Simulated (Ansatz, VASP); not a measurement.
## K3Ag: VASP beside Ansatz

INCAR

```
PREC = Accurate
ENCUT = 520
EDIFF = 1E-6
ISMEAR = 1
SIGMA = 0.15
LREAL = False
LASPH = True
NELM = 80
ALGO = Normal
ISIF = 2
LWAVE = False
LCHARG = False
GGA = CA
NBANDS = 27
```

File KPOINTS:

```
Automatic mesh
0
Gamma
  6 6 6
```

The input POSCAR:

```
K3Ag
1.0
    5.6333082000      0.0000000000      0.0000000000
    0.0000000000      5.6333082000      0.0000000000
    0.0000000000      0.0000000000      6.0778456279
K Ag
3 1
Direct
    0.5000000000      0.0000000000      0.0000000000
    0.0000000000      0.5000000000      0.0000000000
    0.0000000000      0.0000000000      0.5000000000
    0.5000000000      0.5000000000      0.5000000000
```

Input for Ansatz:

```yaml
crystal:
  lattice:
    - [5.6333082, 0.0, 0.0]
    - [0.0, 5.6333082, 0.0]
    - [0.0, 0.0, 6.077845627876397]
  atoms:
    - { symbol: K, position: [0.5, 0.0, 0.0] }
    - { symbol: K, position: [0.0, 0.5, 0.0] }
    - { symbol: K, position: [0.0, 0.0, 0.5] }
    - { symbol: Ag, position: [0.5, 0.5, 0.5] }
basis:
  ecutwfc: 476.19925930478996
kpoints:
  mp_grid:
    grid: [6, 6, 6]
hamiltonian:
  xc: lda
scf:
  max_iter: 60
  occupations:
    method: methfessel_paxton
    width: 0.15
output:
  stress: true
```

Alike in both runs: task single point; functional LDA; k mesh 6 × 6 × 6; occupations methfessel-paxton of order 1, width 0.15 eV; no spin polarisation.

```csv
,VASP,Ansatz
version,VASP 6.6.1,Ansatz 0.2.0
potentials or method,"VASP PAW LDA potentials, release 64 (K_sv, Ag), cutoff 520 eV","plane waves, PAW"
valence electrons in the cell,38,46
```

```tsv
	VASP	Ansatz	Ansatz less VASP
pressure (GPa)	-1.1	-1.1	+0.01
traceless stress, the component that is largest in VASP (GPa)	-0.22	-0.22	0.000
```

LDA's correlation is that of Perdew and Zunger in VASP and of Perdew and Wang (1992) in Ansatz. VASP's potentials hold 38 valence electrons a cell and Ansatz's 46, so a difference there can come from the potentials and not from the codes.
